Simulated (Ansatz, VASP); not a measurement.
# RbBr in VASP and in Ansatz

Contents of INCAR:

```
SYSTEM = RbBr
PREC     = Accurate       ! precision mode
ENCUT    = 500            ! plane-wave cutoff, eV
EDIFF    = 1E-7           ! SCF threshold, eV
ISMEAR   = 0              ! smearing method
SIGMA    = 0.02           ! smearing width, eV
LREAL    = .False.        ! projectors in reciprocal space
LASPH    = .True.         ! aspherical terms in the spheres
NELM     = 120            ! most SCF steps
ALGO     = Normal         ! electronic algorithm
ISIF     = 3              ! what is computed and relaxed
LWAVE    = .False.        ! write WAVECAR
LCHARG   = .False.        ! write CHGCAR
GGA      = PE             ! functional
IBRION   = 2              ! ionic algorithm
NSW      = 100            ! ionic steps
EDIFFG   = -0.01          ! ionic threshold
GGA_COMPAT= .False.      
NELMIN   = 4
```

Contents of KPOINTS:

```
Automatic mesh
0
Gamma
  6 6 6
  0 0 0
```

The input POSCAR:

```
RbBr
1.0
    0.0000000000      3.4936956019      3.4936956019
    3.4936956019      0.0000000000      3.4936956019
    3.4936956019      3.4936956019      0.0000000000
Rb Br
1 1
Direct
    0.0000000000      0.0000000000      0.0000000000
    0.5000000000      0.5000000000      0.5000000000
```

Input for Ansatz:

```yaml
crystal:
  lattice:
    - [0.0, 3.4936956019, 3.4936956019]
    - [3.4936956019, 0.0, 3.4936956019]
    - [3.4936956019, 3.4936956019, 0.0]
  atoms:
    - { symbol: Rb, position: [0.0, 0.0, 0.0] }
    - { symbol: Br, position: [0.5, 0.5, 0.5] }
basis:
  ecutwfc: 420
kpoints:
  mp_grid: { grid: [6, 6, 6] }
hamiltonian:
  xc: pbe
scf:
  occupations: { method: gaussian, width: 0.02 }
output:
  forces: true
  stress: true
  eigenvalues: true
relax:
  adjacent_minimum: "off"
  f_tol: 0.01
  max_steps: 80
  cell: { stress_tol: 0.05 }
```

Alike in both runs: task relaxation of cell and atoms; functional PBE; k mesh 6 × 6 × 6; occupations gaussian, width 0.02 eV; no spin polarisation.

|  | VASP | Ansatz |
| --- | --- | --- |
| version | VASP 6.6.1 | Ansatz 0.2.0 |
| potentials or method | VASP PAW PBE potentials, release 64 (Rb_sv, Br), cutoff 500 eV | scalar-relativistic, plane waves, PAW |
| valence electrons in the cell | 16 | 16 |

Ansatz gave:

| Quantity | Value |
| --- | --- |
| gap on the k mesh at the Fermi level, each at its own relaxed structure (eV) | 4.19 |
| relaxed volume (Å³/atom) | 43.20 |
| relaxed length of the cell vector where the two differ most in proportion (Å) | 4.962 |

**Question.** Estimate VASP's values.

**Answer.** gap on the k mesh at the Fermi level, each at its own relaxed structure (eV): 4.18; relaxed volume (Å³/atom): 43.29; relaxed length of the cell vector where the two differ most in proportion (Å): 4.966.
